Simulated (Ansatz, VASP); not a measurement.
One calculation of Na, two programs

File INCAR:

```
SYSTEM = Na
  ALGO = Normal
  EDIFF = 1E-8
  ENCUT = 520
  GGA = PS
  ISIF = 2
  ISMEAR = -1
  LASPH = .TRUE.
  LCHARG = .FALSE.
  LEFG = .TRUE.
  LREAL = .FALSE.
  LWAVE = .FALSE.
  NBANDS = 10
  NELM = 80
  PREC = Accurate
  SIGMA = 0.03
```

KPOINTS

```
k-points
0
G
  11 11 11
  0 0 0
```

Contents of POSCAR:

```
Na
1.0
   -2.1590301515      2.1590301515      2.1590301515
    2.1590301515     -2.1590301515      2.1590301515
    2.1590301515      2.1590301515     -2.1590301515
Na
1
Direct
    0.0000000000      0.0000000000      0.0000000000
```

Input for Ansatz:

```yaml
crystal:
  lattice:
    - [-2.1590301515, 2.1590301515, 2.1590301515]
    - [2.1590301515, -2.1590301515, 2.1590301515]
    - [2.1590301515, 2.1590301515, -2.1590301515]
  atoms:
    - { symbol: Na, position: [0.0, 0.0, 0.0] }
kpoints:
  mp_grid: { grid: [11, 11, 11] }
scf:
  occupations: { method: fermi_dirac, width: 0.03 }
hamiltonian:
  xc: pbesol
  pseudopotentials: { kind: all_electron, datasets: crystal }
output:
  forces: true
  stress: true
  eigenvalues: true
  efg: { contact_densities: true }
```

Change from the starting cell: volume scaled by 1.06, crystal datasets.

Alike in both runs: task electric field gradients; functional PBEsol; k mesh 11 × 11 × 11; occupations fermi-dirac, width 0.03 eV; no spin polarisation.

|  | VASP | Ansatz |
| --- | --- | --- |
| version | VASP 6.6.1 | Ansatz 0.2.0 |
| potentials or method | VASP PAW PBE potentials, release 64 (Na_pv), cutoff 520 eV | all-electron PAW with datasets made for the crystal, scalar-relativistic |

```tsv
	VASP	Ansatz	Ansatz less VASP
pressure (GPa)	-0.7	-0.7	+0.01
```

VASP's potentials were made for PBE, not for PBEsol. Ansatz ran all-electron here, and VASP with PAW potentials.
